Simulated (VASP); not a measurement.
# TiSi16 (a cell with a defect) in VASP: notebook, part 2 of 2

VASP 6.6.1. The steps go on from the part before.

## (4) Single point, PBE

The input, INCAR:

```
SYSTEM = TiSi16
  PREC = Accurate
  ENCUT = 520
  EDIFF = 1E-6
  ISMEAR = -1
  SIGMA = 0.02
  LREAL = Auto
  LASPH = .True.
  NELM = 80
  ALGO = Normal
  ISIF = 2
  LWAVE = .False.
  LCHARG = .False.
  GGA = PE
  NBANDS = 52
```

The input, KPOINTS:

```
regular mesh
0
Gamma
  2 2 2
  0 0 0
```

The input, POSCAR:

```
TiSi16
1.0
    0.0000000000      5.4300000000      5.4300000000
    5.4300000000      0.0000000000      5.4300000000
    5.4300000000      5.4300000000      0.0000000000
Si Ti
16 1
Direct
   -0.0080120945      0.0002135694     -0.0000631802
    0.1247864162      0.1250975154      0.1248559427
   -0.0080533917      0.0001601770      0.5074596693
    0.1140487921      0.1322000445      0.6266406356
   -0.0080262766      0.5076975984     -0.0001103918
    0.1140550714      0.6269173588      0.1318980793
   -0.0079741302      0.5026562197      0.5023481991
    0.1140598076      0.6268455603      0.6265884466
    0.4866295773      0.0044927131      0.0043401681
    0.6103665447      0.1240415369      0.1236920584
    0.4880135647     -0.0011804326      0.5064172656
    0.6104060664      0.1237937669      0.6416486397
    0.4880092668      0.5067041456     -0.0015422186
    0.6104012904      0.6418217738      0.1235351794
    0.4880346765      0.5064972426      0.5062901281
    0.6220768536      0.6259817214      0.6256349420
    0.7383011853      0.2539206588      0.2537205969
```

Potentials or basis: VASP PAW PBE potentials, release 64 (Si, Ti_sv).

Launch:

```sh
$ cat potpaw_PBE.64/Si/POTCAR potpaw_PBE.64/Ti_sv/POTCAR > POTCAR
$ mpirun -np 1 vasp_std > vasp.out
```

OUTCAR:

```text
SYSTEM = TiSi16
   PREC = Accurate
   ENCUT = 520
   EDIFF = 1E-6
   ISMEAR = -1
   LREAL = Auto
   LASPH = .True.
   NELM = 80
   ISIF = 2
   GGA = PE

 ion  position               nearest neighbor table
   1  0.992  0.000  1.000-   6 2.34   4 2.34  10 2.39   2 2.40  17 2.76
   2  0.125  0.125  0.125-   9 2.27   5 2.40   1 2.40   3 2.40  17 2.42
   3  0.992  0.000  0.507-   8 2.34   4 2.34  12 2.39   2 2.40  17 2.76
   4  0.114  0.132  0.627-   7 2.32   1 2.34   3 2.34  11 2.35
   5  0.992  0.508  1.000-   8 2.34   6 2.34  14 2.39   2 2.40  17 2.76
   6  0.114  0.627  0.132-   7 2.32   1 2.34   5 2.34  13 2.35
   7  0.992  0.503  0.502-  16 2.32   6 2.32   4 2.32   8 2.32
[... 647 lines left out ...]
  in kB       40.2093797     40.1271014     40.1509220      0.2481768     -0.2945679      0.2235108
  external PRESSURE =      40.1624677 kB  Pullay stress =       0.0000000 kB

 VOLUME and BASIS-vectors are now :
 -----------------------------------------------------------------------------
  energy-cutoff  :      520.00
  volume of cell :      320.21
      direct lattice vectors                 reciprocal lattice vectors
     0.000000000  5.430000000  5.430000000    -0.092081031  0.092081031  0.092081031
     5.430000000  0.000000000  5.430000000     0.092081031 -0.092081031  0.092081031
     5.430000000  5.430000000  0.000000000     0.092081031  0.092081031 -0.092081031

 POSITION                                       TOTAL-FORCE (eV/Angst)
 -----------------------------------------------------------------------------------
      5.43082     10.81615      5.38765        -0.017522     -0.000321     -0.000961
      1.35725      1.35556      1.35687         0.011246     -0.011061     -0.011317
      2.75638      8.14178      5.38714         0.001107      0.020675     -0.001168
      4.12050      4.02194      1.33713        -0.021725      0.020641     -0.005256
      8.18620     10.81582      8.14322         0.000976     -0.000650      0.018999
      4.12037      1.33553      4.02348        -0.021574     -0.005594      0.020799
[... 9 lines left out ...]
      6.79628      6.77508      6.77696         0.022242     -0.022394     -0.022167
      2.75649      5.38668      5.38776         0.000805     -0.008975     -0.005623
 -----------------------------------------------------------------------------------
    total drift:                                0.001568     -0.007304     -0.008407

  FREE ENERGIE OF THE ION-ELECTRON SYSTEM (eV)
  ---------------------------------------------------
  free  energy   TOTEN  =       -92.2135618914 eV

  energy  without entropy=      -92.1899007229  energy(sigma->0) =      -92.20173131
```

OSZICAR:

```text
N       E                     dE             d eps       ncg     rms          rms(c)
DAV:   1     0.341126475316E+03    0.34113E+03   -0.30873E+04   856   0.126E+03
DAV:   2    -0.569810356117E+02   -0.39811E+03   -0.37755E+03   948   0.245E+02
DAV:   3    -0.927006722045E+02   -0.35720E+02   -0.34885E+02  1208   0.666E+01
DAV:   4    -0.950660242815E+02   -0.23654E+01   -0.23297E+01  1280   0.149E+01
DAV:   5    -0.951349594599E+02   -0.68935E-01   -0.68811E-01  1104   0.224E+00    0.186E+01
DAV:   6    -0.943803769240E+02    0.75458E+00   -0.16629E+01  1132   0.193E+01    0.148E+01
DAV:   7    -0.929977197642E+02    0.13827E+01   -0.21340E+01  1116   0.229E+01    0.945E+00
DAV:   8    -0.923054072450E+02    0.69231E+00   -0.14745E+00  1020   0.553E+00    0.284E+00
DAV:   9    -0.922103203750E+02    0.95087E-01   -0.46519E-01  1312   0.281E+00    0.542E-01
DAV:  10    -0.922118598386E+02   -0.15395E-02   -0.22628E-02  1044   0.552E-01    0.366E-01
DAV:  11    -0.922136689155E+02   -0.18091E-02   -0.39944E-03  1056   0.255E-01    0.212E-01
DAV:  12    -0.922135145035E+02    0.15441E-03   -0.13275E-03  1120   0.191E-01    0.491E-02
DAV:  13    -0.922135626148E+02   -0.48111E-04   -0.18177E-04  1056   0.558E-02    0.222E-02
DAV:  14    -0.922135604265E+02    0.21883E-05   -0.30731E-05  1072   0.284E-02    0.712E-03
DAV:  15    -0.922135623069E+02   -0.18804E-05   -0.35398E-06   912   0.774E-03    0.338E-03
DAV:  16    -0.922135618914E+02    0.41557E-06   -0.18045E-07   544   0.180E-03
   1 F= -.92213562E+02 E0= -.92201731E+02  d E =-.236612E-01
```

stdout:

```text
POSCAR found type information on POSCAR SiTi
 POSCAR found :  2 types and      17 ions
 scaLAPACK will be used
 LDA part: xc-table for (Slater+PW92), standard interpolation
 POSCAR, INCAR and KPOINTS ok, starting setup
 FFT: planning ... GRIDC
 FFT: planning ... GRID_SOFT
 FFT: planning ... GRID
 WAVECAR not read
 entering main loop
```

Wall time 2.3 min (1 thread of Intel Xeon 6975P-C (Granite Rapids), shared host); peak memory 0.49 GiB.

Results:

| Property | Result |
| --- | --- |
| Free energy | -92.2136 eV |
| Pressure | 4.0 GPa |
| Largest force | 0.039 eV/Å |
| Band gap on the k mesh | zero (band 38 reaches 6.95 eV, above the bottom of band 39 at 6.53 eV) |

Forces on the atoms (eV/Å):
```
Si  -0.018  0.000 -0.001
Si   0.011 -0.011 -0.011
Si   0.001  0.021 -0.001
Si  -0.022  0.021 -0.005
Si   0.001 -0.001  0.019
Si  -0.022 -0.006  0.021
Si  -0.018  0.018  0.019
Si   0.005  0.020  0.022
Si  -0.009  0.010  0.010
Si   0.015  0.016  0.016
Si   0.025 -0.025 -0.009
Si  -0.014 -0.015  0.014
Si   0.025 -0.008 -0.025
Si  -0.015  0.015 -0.015
Si   0.010 -0.024 -0.024
Si   0.022 -0.022 -0.022
Ti   0.001 -0.009 -0.006
```

Caveat: the k points lie up to 0.50 Å⁻¹ apart.

## (5) Single point, PBE

The input, INCAR:

```
PREC = Accurate
ENCUT = 520
EDIFF = 1E-6
ISMEAR = -1
SIGMA = 0.02
LREAL = Auto
LASPH = True
NELM = 100
ALGO = Normal
ISIF = 2
LWAVE = False
LCHARG = True
GGA = PE
LELF = True
LVHAR = True
NBANDS = 52
```

The input, KPOINTS:

```
Automatic mesh
0
Gamma
  2 2 2
```

The input, POSCAR:

```
TiSi16
1.0
    0.0000000000      5.4300000000      5.4300000000
    5.4300000000      0.0000000000      5.4300000000
    5.4300000000      5.4300000000      0.0000000000
Si Ti
16 1
Direct
   -0.0057997238     -0.0031122468     -0.0025463168
    0.1265164825      0.1184035912      0.1169100368
    0.0001603131     -0.0143816759      0.4996569982
    0.1250919890      0.1181249540      0.6242820442
    0.0028768877      0.4999619705     -0.0172255064
    0.1265267035      0.6235287293      0.1169434622
    0.0003092081      0.5002303867      0.4995587477
    0.1188722836      0.6234651013      0.6199906998
    0.4991705341     -0.0030425414     -0.0010651934
    0.6237108656      0.1196156538      0.1224692449
    0.4981755064     -0.0030069982      0.4931095764
    0.6169434622      0.1187119705      0.6260438306
    0.4993020258      0.4903303867     -0.0012906077
    0.6190013812      0.6234639963      0.1194684162
    0.4819821363      0.5000775322      0.5026909761
    0.6170239411      0.6235289134      0.6257278085
    0.8705189687      0.3720756906      0.3706151013
```

Launch:

```sh
$ cat potpaw_PBE.64/Si/POTCAR potpaw_PBE.64/Ti_sv/POTCAR > POTCAR
$ mpirun -np 1 vasp_std > vasp.out
```

Wall time 2.3 min (1 thread of Intel Xeon 6975P-C (Granite Rapids), shared host); peak memory 0.49 GiB.

It converged, with:

```
Free energy            : -92.2142 eV
Pressure               : 4.0 GPa
Largest force          : 0.018 eV/Å
Band gap on the k mesh : zero (band 38 reaches 6.96 eV, above the bottom of band 39 at 6.55 eV)
```

Forces in eV/Å, atoms in the order of the input:
```
Si  -0.001 -0.002 -0.002
Si   0.004 -0.006  0.000
Si  -0.001 -0.002 -0.005
Si   0.002  0.007  0.005
Si   0.003  0.002 -0.011
Si   0.005 -0.001  0.009
Si  -0.006 -0.009 -0.015
Si  -0.001 -0.005  0.000
Si  -0.001  0.011  0.011
Si   0.005 -0.010 -0.007
Si  -0.003  0.002  0.003
Si  -0.005 -0.006  0.000
Si  -0.003  0.007  0.003
Si  -0.005 -0.005  0.001
Si  -0.006  0.007  0.008
Si   0.005 -0.001  0.007
Ti   0.007  0.010 -0.007
```

Stress tensor (GPa, compression positive):
```
 4.00 -0.01 -0.07
-0.01  4.06  0.01
-0.07  0.01  3.99
```

Levels at points of the mesh, in eV from the Fermi level:
```csv
k point,band 34,band 35,band 36,band 37,band 38,band 39,band 40,band 41
"(0.00, 0.00, 0.00)",-0.99,-0.99,-0.98,-0.42,-0.40,-0.38,-0.11,-0.09
"(0.50, 0.00, 0.00)",-1.97,-1.36,-1.36,-0.27,0.03,0.05,0.44,0.44
"(0.00, 0.50, 0.00)",-1.97,-1.37,-1.36,-0.28,0.01,0.05,0.44,0.45
"(0.00, 0.00, 0.50)",-1.96,-1.37,-1.36,-0.27,0.03,0.05,0.44,0.44
"(0.50, 0.50, 0.50)",-1.97,-1.36,-1.36,-0.28,0.01,0.05,0.45,0.45
"(0.50, 0.50, 0.00)",-2.00,-2.00,-1.87,-0.70,-0.04,0.57,0.57,1.11
"(0.00, 0.50, 0.50)",-2.00,-2.00,-1.87,-0.70,-0.04,0.57,0.58,1.11
"(0.50, 0.00, 0.50)",-2.00,-2.00,-1.88,-0.70,-0.04,0.56,0.59,1.11
```

Caveat: the k points lie up to 0.50 Å⁻¹ apart.

## (6) Single point, PBE

The input, INCAR:

```
SYSTEM = TiSi16
PREC = Accurate
ENCUT = 520
EDIFF = 1E-6
ISMEAR = -1
SIGMA = 0.02
LREAL = Auto
LASPH = .True.
NELM = 100
ALGO = Normal
ISIF = 2
LWAVE = .False.
LCHARG = .False.
GGA = PE
NBANDS = 52
```

The input, KPOINTS:

```
Automatic mesh
0
Gamma
  2 2 2
  0 0 0
```

The input, POSCAR:

```
TiSi16
1.0
    0.0000000000      5.4300000000      5.4300000000
    5.4300000000      0.0000000000      5.4300000000
    5.4300000000      5.4300000000      0.0000000000
Si Ti
16 1
Direct
   -0.0080121547      0.0002136280     -0.0000631676
    0.1247864641      0.1250975138      0.1248558932
   -0.0080534070      0.0001602210      0.5074596685
    0.1140488029      0.1322000000      0.6266406998
   -0.0080263352      0.5076976059     -0.0001103131
    0.1140550645      0.6269173112      0.1318981584
   -0.0079741252      0.5026562615      0.5023481584
    0.1140597606      0.6268455801      0.6265884899
    0.4866295580      0.0044927256      0.0043402394
    0.6103665746      0.1240415285      0.1236919890
    0.4880135359     -0.0011803867      0.5064172192
    0.6104060773      0.1237937385      0.6416486188
    0.4880093002      0.5067041436     -0.0015422652
    0.6104012891      0.6418217311      0.1235351750
    0.4880347145      0.5064971455      0.5062901473
    0.6220768877      0.6259816759      0.6256348987
    0.7383011971      0.2539207182      0.2537205341
```

Potentials or basis: VASP PAW PBE potentials, release 64 (Si, Ti_sv).

Launch:

```sh
$ cat potpaw_PBE.64/Si/POTCAR potpaw_PBE.64/Ti_sv/POTCAR > POTCAR
$ mpirun -np 1 vasp_std > vasp.out
```

Wall time 2.5 min (1 thread of Intel Xeon 6975P-C (Granite Rapids), shared host); peak memory 0.5 GiB.

Results (log left out):

- Free energy: -92.2136 eV
- Pressure: 4.0 GPa
- Largest force: 0.039 eV/Å
- Band gap on the k mesh: zero (band 38 reaches 6.95 eV, above the bottom of band 39 at 6.53 eV)

Forces in eV/Å, atoms in the order of the input:
```
Si  -0.018  0.000 -0.001
Si   0.011 -0.011 -0.011
Si   0.001  0.021 -0.001
Si  -0.022  0.021 -0.005
Si   0.001 -0.001  0.019
Si  -0.022 -0.006  0.021
Si  -0.018  0.018  0.019
Si   0.005  0.020  0.022
Si  -0.009  0.010  0.010
Si   0.015  0.016  0.016
Si   0.025 -0.025 -0.009
Si  -0.014 -0.015  0.014
Si   0.025 -0.008 -0.025
Si  -0.015  0.015 -0.015
Si   0.010 -0.024 -0.024
Si   0.022 -0.022 -0.022
Ti   0.001 -0.009 -0.006
```

Levels at points of the mesh, in eV from the Fermi level:
```
           k point  band 34  band 35  band 36  band 37  band 38  band 39  band 40  band 41
(0.00, 0.00, 0.00)    -0.99    -0.99    -0.98    -0.42    -0.40    -0.40    -0.10    -0.10
(0.50, 0.00, 0.00)    -1.97    -1.36    -1.36    -0.28     0.02     0.02     0.45     0.45
(0.00, 0.50, 0.00)    -1.97    -1.37    -1.36    -0.27     0.03     0.05     0.44     0.44
(0.00, 0.00, 0.50)    -1.97    -1.37    -1.36    -0.27     0.03     0.05     0.44     0.44
(0.50, 0.50, 0.50)    -1.97    -1.37    -1.36    -0.27     0.02     0.05     0.44     0.44
(0.50, 0.50, 0.00)    -2.01    -2.00    -1.88    -0.70    -0.04     0.57     0.58     1.11
(0.00, 0.50, 0.50)    -2.01    -2.00    -1.88    -0.70    -0.04     0.57     0.58     1.11
(0.50, 0.00, 0.50)    -2.01    -2.00    -1.88    -0.70    -0.04     0.57     0.58     1.11
```

Caveat: the k points lie up to 0.50 Å⁻¹ apart.

## (7) Single point, PBE

The input, INCAR:

```
SYSTEM = TiSi16
  PREC = Accurate
  ENCUT = 520
  EDIFF = 1E-6
  ISMEAR = -1
  SIGMA = 0.02
  LREAL = Auto
  LASPH = .True.
  NELM = 100
  ALGO = Normal
  ISIF = 2
  LWAVE = .False.
  LCHARG = .False.
  GGA = PE
  NBANDS = 52
```

KPOINTS is that of step 6.

The input, POSCAR:

```
TiSi16
1.0
    0.0000000000      5.4300000000      5.4300000000
    5.4300000000      0.0000000000      5.4300000000
    5.4300000000      5.4300000000      0.0000000000
Si Ti
16 1
Direct
   -0.0057997238     -0.0031122468     -0.0025463168
    0.1265164825      0.1184035912      0.1169100368
    0.0001603131     -0.0143816759      0.4996569982
    0.1250919890      0.1181249540      0.6242820442
    0.0028768877      0.4999619705     -0.0172255064
    0.1265267035      0.6235287293      0.1169434622
    0.0003092081      0.5002303867      0.4995587477
    0.1188722836      0.6234651013      0.6199906998
    0.4991705341     -0.0030425414     -0.0010651934
    0.6237108656      0.1196156538      0.1224692449
    0.4981755064     -0.0030069982      0.4931095764
    0.6169434622      0.1187119705      0.6260438306
    0.4993020258      0.4903303867     -0.0012906077
    0.6190013812      0.6234639963      0.1194684162
    0.4819821363      0.5000775322      0.5026909761
    0.6170239411      0.6235289134      0.6257278085
    0.8705189687      0.3720756906      0.3706151013
```

Launch:

```sh
$ cat potpaw_PBE.64/Si/POTCAR potpaw_PBE.64/Ti_sv/POTCAR > POTCAR
$ mpirun -np 1 vasp_std > vasp.out
```

It took 2.5 min on 1 thread of Intel Xeon 6975P-C (Granite Rapids), shared host; peak memory 0.49 GiB.

The run converged. Its results:

| Property | Result |
| --- | --- |
| Free energy | -92.2142 eV |
| Pressure | 4.0 GPa |
| Largest force | 0.018 eV/Å |
| Band gap on the k mesh | zero (band 38 reaches 6.96 eV, above the bottom of band 39 at 6.55 eV) |

Forces in eV/Å, atoms in the order of the input:
```
Si  -0.001 -0.002 -0.002
Si   0.004 -0.006  0.000
Si  -0.001 -0.002 -0.005
Si   0.002  0.007  0.005
Si   0.003  0.002 -0.011
Si   0.005 -0.001  0.009
Si  -0.006 -0.009 -0.015
Si  -0.001 -0.005  0.000
Si  -0.001  0.011  0.011
Si   0.005 -0.010 -0.007
Si  -0.003  0.002  0.003
Si  -0.005 -0.006  0.000
Si  -0.003  0.007  0.003
Si  -0.005 -0.005  0.001
Si  -0.006  0.007  0.008
Si   0.005 -0.001  0.007
Ti   0.007  0.010 -0.007
```

Stress tensor (GPa, compression positive):
```
 4.00 -0.01 -0.07
-0.01  4.06  0.01
-0.07  0.01  3.99
```

Levels at points of the mesh, in eV from the Fermi level:
```tsv
k point	band 35	band 36	band 37	band 38	band 39	band 40
(0.00, 0.00, 0.00)	-0.99	-0.98	-0.42	-0.40	-0.38	-0.11
(0.50, 0.00, 0.00)	-1.36	-1.36	-0.27	0.03	0.05	0.44
(0.00, 0.50, 0.00)	-1.37	-1.36	-0.28	0.01	0.05	0.44
(0.00, 0.00, 0.50)	-1.37	-1.36	-0.27	0.03	0.05	0.44
(0.50, 0.50, 0.50)	-1.36	-1.36	-0.28	0.01	0.05	0.45
(0.50, 0.50, 0.00)	-2.00	-1.87	-0.70	-0.04	0.57	0.57
(0.00, 0.50, 0.50)	-2.00	-1.87	-0.70	-0.04	0.57	0.58
(0.50, 0.00, 0.50)	-2.00	-1.88	-0.70	-0.04	0.56	0.59
```

Caveat: the k points lie up to 0.50 Å⁻¹ apart.
